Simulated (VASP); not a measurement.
Input of a VASP 6.6.1 run:

POSCAR

```
LiH
1.0
    3.0875815400      0.0000000000      0.0000000000
   -1.5437907700      2.6739240499      0.0000000000
    0.0000000000      0.0000000000     24.6000000000
Li H
1 1
Direct
    0.3333333333      0.6666666667      0.3333333333
    0.6666666667      0.3333333333      0.3333333333
```

INCAR.step1

```
PREC = Accurate
ENCUT = 720
EDIFF = 1E-5
ISMEAR = 0
SIGMA = 0.01
LREAL = F
LASPH = T
NELM = 120
ALGO = Normal
ISIF = 2
LWAVE = T
LDIPOL = T
IDIPOL = 3
DIPOL = 0.5 0.5 0.333
GGA = PE
NBANDS = 9
GGA_COMPAT = F
NELMDL = -8
```

INCAR.step2

```
PREC = Accurate
ENCUT = 720
EDIFF = 1E-6
ISMEAR = 0
SIGMA = 0.01
LREAL = F
LASPH = T
NELM = 120
ALGO = Normal
ISIF = 2
LWAVE = F
LCHARG = T
LDIPOL = T
IDIPOL = 3
DIPOL = 0.5 0.5 0.333
METAGGA = R2SCAN
LHFCALC = T
AEXX = 0.1
LMIXTAU = T
PRECFOCK = Normal
LELF = T
LVHAR = T
LVACPOTAV = T
ISTART = 1
NBANDS = 9
GGA_COMPAT = F
```

File KPOINTS:

```
Automatic mesh
0
Gamma
  6 6 1
```

Potentials or basis: VASP PAW PBE potentials, release 64 (Li_sv, H).

Command:

```bash
$ cat potpaw_PBE.64/Li_sv/POTCAR potpaw_PBE.64/H/POTCAR > POTCAR
$ cp INCAR.step1 INCAR
$ mpirun -np 1 vasp_std > vasp.out
$ cp INCAR.step2 INCAR
$ mpirun -np 1 vasp_std > vasp.out
```

Task: Estimate the band gap on the k mesh.

Result: 4.64 eV (least direct gap 6.58 eV).
